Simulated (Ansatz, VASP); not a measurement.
## One calculation of Pd, two programs

```
Pd
1.0
     0.00000    1.96435    1.94490
     1.96435    0.00000    1.94490
     1.96435    1.96435    0.00000
Pd
1
Cartesian
  0.0000 0.0000 0.0000
```

Change from the starting cell: equal xx and yy strain of +1 %.

Alike in both runs: task single point; functional PBEsol; k mesh 18 × 18 × 18; occupations fermi-dirac, width 0.05 eV; no spin polarisation.

|  | VASP | Ansatz |
| --- | --- | --- |
| version | VASP 6.6.1 | Ansatz 0.2.0 |
| potentials or method | VASP PAW PBE potentials, release 64 (Pd), cutoff 520 eV | all-electron LAPW, scalar-relativistic |

```csv
,VASP,Ansatz,Ansatz less VASP
pressure (GPa),-6.1,-5.9,+0.24
"traceless stress, the component that is largest in VASP (GPa)",0.37,0.37,+0.002
```

VASP's potentials were made for PBE, not for PBEsol. Ansatz ran all-electron here, and VASP with PAW potentials.
